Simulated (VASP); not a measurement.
# Zn7O (P3m1) in VASP: notebook, part 2 of 2

VASP 6.6.1. The steps go on from the part before.

### 3 Relaxation of cell and atoms, PBE

This run uses another cell than the first one, of 14.85 Å³/atom.

File INCAR:

```
SYSTEM = Zn7O
ALGO     = Normal         ! electronic algorithm
EDIFF    = 1E-7           ! SCF threshold, eV
EDIFFG   = -0.001         ! ionic threshold
ENCUT    = 600            ! plane-wave cutoff, eV
GGA      = PE             ! functional
IBRION   = 2              ! ionic algorithm
ISIF     = 3              ! what is computed and relaxed
ISMEAR   = 0              ! smearing method
LASPH    = .TRUE.         ! aspherical terms in the spheres
LCHARG   = .FALSE.        ! write CHGCAR
LREAL    = .FALSE.        ! projectors in reciprocal space
LWAVE    = .FALSE.        ! write WAVECAR
NELM     = 80             ! most SCF steps
NSW      = 80             ! ionic steps
PREC     = Accurate       ! precision mode
SIGMA    = 0.1            ! smearing width, eV
```

File KPOINTS:

```
k-points
0
G
  12 12 2
  0 0 0
```

File POSCAR:

```
Zn7O
1.0
    2.9928430578      0.0000000000      0.0000000000
   -1.4964215289      2.5918781176      0.0000000000
    0.0000000000      0.0000000000     15.3183679688
Zn O
7 1
Direct
    0.3333333333      0.6666666667      0.7338148819
    0.6666666667      0.3333333333      0.8670370632
    0.3333333333      0.6666666667      0.4637433228
    0.0000000000      0.0000000000      0.5981990777
    0.0000000000      0.0000000000     -0.0039580286
    0.3333333333      0.6666666667      0.1862651795
    0.0000000000      0.0000000000      0.3272959140
    0.0000000000      0.0000000000      0.1216025896
```

Potentials or basis: VASP PAW PBE potentials, release 64 (Zn, O).

The run is started by

```
$ cat potpaw_PBE.64/Zn/POTCAR potpaw_PBE.64/O/POTCAR > POTCAR
$ mpirun -np 1 vasp_std > vasp.out
```

OUTCAR:

```text
SYSTEM = Zn7O
   EDIFF = 1E-7
   EDIFFG = -0.001
   ENCUT = 600
   GGA = PE
   IBRION = 2
   ISIF = 3
   ISMEAR = 0
   LASPH = .TRUE.
   LREAL = .FALSE.
   NELM = 80
   NSW = 80
   PREC = Accurate

 ion  position               nearest neighbor table
   1  0.333  0.667  0.734-   2 2.67   2 2.67   2 2.67   4 2.70   4 2.70   4 2.70
   2  0.667  0.333  0.867-   5 2.63   5 2.63   5 2.63   1 2.67   1 2.67   1 2.67
   3  0.333  0.667  0.464-   4 2.69   4 2.69   4 2.69   7 2.71   7 2.71   7 2.71
   4  0.000  0.000  0.598-   3 2.69   3 2.69   3 2.69   1 2.70   1 2.70   1 2.70
   5  0.000  0.000  0.996-   8 1.92   2 2.63   2 2.63   2 2.63
   6  0.333  0.667  0.186-   8 1.99   8 1.99   8 1.99   7 2.77   7 2.77   7 2.77
   7  0.000  0.000  0.327-   3 2.71   3 2.71   3 2.71   6 2.77   6 2.77   6 2.77
   8  0.000  0.000  0.122-   5 1.92   6 1.99   6 1.99   6 1.99

  LATTYP: Found a hexagonal cell.
 ALAT       =     2.9928430578
 C/A-ratio  =     5.1183331945

  Lattice vectors:

 A1 = (   2.9928430578,   0.0000000000,   0.0000000000)
 A2 = (  -1.4964215289,   2.5918781176,   0.0000000000)
 A3 = (   0.0000000000,   0.0000000000,  15.3183679688)

Analysis of symmetry for initial positions (statically):
=====================================================================
 Subroutine PRICEL returns:
 Original cell was already a primitive cell.

 Routine SETGRP: Setting up the symmetry group for a
 hexagonal supercell.

 Subroutine GETGRP returns: Found  6 space group operations
 (whereof  6 operations were pure point group operations)
 out of a pool of 24 trial point group operations.

The static configuration has the point symmetry C_3v.

Analysis of symmetry for dynamics (positions and initial velocities):
=====================================================================
 Subroutine PRICEL returns:
 Original cell was already a primitive cell.

 Routine SETGRP: Setting up the symmetry group for a
 hexagonal supercell.

 Subroutine GETGRP returns: Found  6 space group operations
 (whereof  6 operations were pure point group operations)
 out of a pool of 24 trial point group operations.

[... 158 lines left out ...]
  ext. energy  EPLUGINS =         0.00000000
  ---------------------------------------------------
  free energy    TOTEN  =       -14.67049768 eV

  energy without entropy =      -14.66058794  energy(sigma->0) =      -14.66554281

------------------------ aborting loop because EDIFF is reached ----------------------------------------

  FORCE on cell =-STRESS in cart. coord.  units (eV):
  Direction    XX          YY          ZZ          XY          YZ          ZX
  --------------------------------------------------------------------------------------
  -------------------------------------------------------------------------------------
  Total        0.2268657      0.2268657      0.3725574      0.0000000     -0.0000000      0.0000000
  in kB        3.0589219      3.0589219      5.0233416      0.0000000     -0.0000000      0.0000000
  external PRESSURE =       3.7137284 kB  Pullay stress =       0.0000000 kB
[... 107 lines left out ...]
  FREE ENERGIE OF THE ION-ELECTRON SYSTEM (eV)
  ---------------------------------------------------
  free  energy   TOTEN  =       -14.6712168869 eV

  energy  without entropy=      -14.6611877194  energy(sigma->0) =      -14.66620230

[... ionic steps 4 to 49 ...]

--------------------------------------- Ionic step       50  -------------------------------------------

 number of electron      89.9999954 magnetization

------------------------ aborting loop because EDIFF is reached ----------------------------------------
[... 79 lines left out ...]
--------------------------------------- Ionic step       52  -------------------------------------------

 number of electron      89.9999954 magnetization

 Free energy of the ion-electron system (eV)
  ---------------------------------------------------
  ext. energy  EPLUGINS =         0.00000000
  ---------------------------------------------------
  free energy    TOTEN  =       -14.67126966 eV

  energy without entropy =      -14.66166817  energy(sigma->0) =      -14.66646891

 E-fermi :   2.7421     XC(G=0): -11.2562

 val. band max:        2.7215434705   @ k =   0.3333  -0.0000   0.5000
 cond. band min:       2.7865321083   @ k =   0.1667   0.1667   0.0000
 fundamental gap:      0.0649886378
 Fermi energy:         2.7420685848

 k-point     1 :       0.0000    0.0000    0.0000
  band No.  band energies     occupation
      1     -16.5925      2.00000
      2      -7.0045      2.00000
      3      -6.6733      2.00000
      4      -5.6167      2.00000
      5      -5.5617      2.00000
      6      -5.3640      2.00000
[... 1357 lines left out ...]
     53       9.8051      0.00000
     54       9.9983      0.00000

 [... further k-points ...]

------------------------ aborting loop because EDIFF is reached ----------------------------------------

  FORCE on cell =-STRESS in cart. coord.  units (eV):
  Direction    XX          YY          ZZ          XY          YZ          ZX
  --------------------------------------------------------------------------------------
  -------------------------------------------------------------------------------------
  Total       -0.0001565     -0.0001565     -0.0018365      0.0000000     -0.0000000      0.0000000
  in kB       -0.0021000     -0.0021000     -0.0246504      0.0000000     -0.0000000      0.0000000
  external PRESSURE =      -0.0096168 kB  Pullay stress =       0.0000000 kB
[... 23 lines left out ...]
  FREE ENERGIE OF THE ION-ELECTRON SYSTEM (eV)
  ---------------------------------------------------
  free  energy   TOTEN  =       -14.6712696563 eV

  energy  without entropy=      -14.6616681709  energy(sigma->0) =      -14.66646891

 reached required accuracy - stopping structural energy minimisation
```

OSZICAR:

```text
N       E                     dE             d eps       ncg     rms          rms(c)
DAV:   1     0.801096934917E+03    0.80110E+03   -0.47045E+04  4104   0.286E+03
DAV:   2     0.848412311460E+02   -0.71626E+03   -0.69427E+03  4112   0.584E+02
DAV:   3    -0.119369180235E+02   -0.96778E+02   -0.94519E+02  4278   0.187E+02
[... 342 lines left out ...]
DAV:   2    -0.146712695562E+02   -0.32887E-08   -0.11469E-08  2052   0.196E-03
  51 F= -.14671270E+02 E0= -.14666468E+02  d E =-.898963E-07
       N       E                     dE             d eps       ncg     rms          rms(c)
DAV:   1    -0.146712697724E+02   -0.21948E-06   -0.23224E-06  4156   0.161E-02    0.285E-03
DAV:   2    -0.146712696318E+02    0.14053E-06   -0.65881E-07  3578   0.103E-02    0.989E-04
DAV:   3    -0.146712696563E+02   -0.24436E-07   -0.53452E-08  2052   0.603E-03
  52 F= -.14671270E+02 E0= -.14666469E+02  d E =-.100106E-06
```

Run time: 69 min. Hardware: 1 thread of Intel Xeon Platinum 8488C (Sapphire Rapids), shared host; peak memory 0.4 GiB.

What came out:

```yaml
Free_energy: -14.6713 eV
Relaxed_volume: 14.92 Å³/atom
Relaxed_cell: a = 2.998 Å, b = 2.998 Å, c = 15.331 Å, α = 90.00°, β = 90.00°, γ = 120.00°
Space_group_after_relaxing_to_0.1_Å: P3m1 (No. 156)
Energy_gained_by_relaxing: 0.1 meV/atom
Ionic_steps: 52
Pressure_after_relaxing: 0.0 GPa
Band_gap_on_the_k_mesh: zero (bands 45 and 46 overlap by 1.49 eV)
```

Step by step:
| step | energy change (eV) | largest force (eV/Å) | pressure (GPa) | volume (Å³) |
| --- | --- | --- | --- | --- |
| 1 | 0.0000 | 0.0713 | 0.37 | 118.83 |
| 3 | -0.0007 | 0.0067 | 0.01 | 119.28 |
| 5 | -0.0007 | 0.0087 | 0.01 | 119.31 |
| 7 | -0.0007 | 0.0068 | 0.01 | 119.28 |
| 9 | -0.0008 | 0.0076 | 0.04 | 119.29 |
| 11 | -0.0008 | 0.0098 | -0.02 | 119.43 |
| 13 | -0.0008 | 0.0085 | -0.05 | 119.40 |
| 15 | -0.0008 | 0.0076 | 0.01 | 119.38 |
| 17 | -0.0008 | 0.0078 | -0.03 | 119.38 |
| 19 | -0.0008 | 0.0074 | -0.02 | 119.38 |
| 21 | -0.0008 | 0.0040 | 0.00 | 119.33 |
| 23 | -0.0008 | 0.0041 | 0.02 | 119.35 |
| 25 | -0.0008 | 0.0033 | 0.02 | 119.35 |
| 27 | -0.0008 | 0.0035 | 0.02 | 119.35 |
| 29 | -0.0008 | 0.0023 | 0.00 | 119.37 |
| 31 | -0.0008 | 0.0031 | 0.01 | 119.37 |
| 33 | -0.0008 | 0.0031 | 0.00 | 119.37 |
| 35 | -0.0008 | 0.0022 | -0.01 | 119.38 |
| 37 | -0.0008 | 0.0023 | -0.02 | 119.37 |
| 39 | -0.0008 | 0.0026 | -0.01 | 119.37 |
| 41 | -0.0008 | 0.0017 | 0.01 | 119.37 |
| 43 | -0.0008 | 0.0016 | -0.01 | 119.37 |
| 45 | -0.0008 | 0.0013 | -0.01 | 119.37 |
| 47 | -0.0008 | 0.0014 | -0.01 | 119.37 |
| 49 | -0.0008 | 0.0011 | 0.00 | 119.37 |
| 51 | -0.0008 | 0.0014 | -0.01 | 119.37 |
| 52 | -0.0008 | 0.0009 | 0.00 | 119.37 |

Final structure:
```
Zn O
1.0
     2.99842    0.00000    0.00000
    -1.49921    2.59671    0.00000
     0.00000    0.00000   15.33087
Zn O
7 1
Direct
  0.33333 0.66667 0.73371
  0.66667 0.33333 0.86692
  0.33333 0.66667 0.46373
  0.00000 0.00000 0.59815
  0.00000 0.00000 0.99589
  0.33333 0.66667 0.18654
  0.00000 0.00000 0.32733
  0.00000 0.00000 0.12174
```
